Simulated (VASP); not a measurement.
Crystal: Na.

```
Na
1.0
    -2.10403    2.10403    2.10403
     2.10403   -2.10403    2.10403
     2.10403    2.10403   -2.10403
Na
1
Cartesian
  0.0000 0.0000 0.0000
```

Base run:

| Quantity | Value |
| --- | --- |
| Program | VASP 6.6.1 |
| Functional | revPBE |
| Potentials or basis | VASP PAW PBE potentials, release 64 (Na_pv) |
| Cutoff | 500 eV |
| k mesh | 8 × 8 × 8 |
| Occupations | gaussian, width 0.1 eV |
| Spin | no spin polarisation |

Its results: pressure 0.4 GPa.

Task: The run is repeated on the same cell with these changes: functional from revPBE to PBEsol. What comes out?

Result: Pressure -0.2 GPa.

PBEsol binds more tightly than revPBE, so the same cell stands under less pressure.

Caveats: the PAW data sets were made with another functional, which shifts forces and pressure a little.
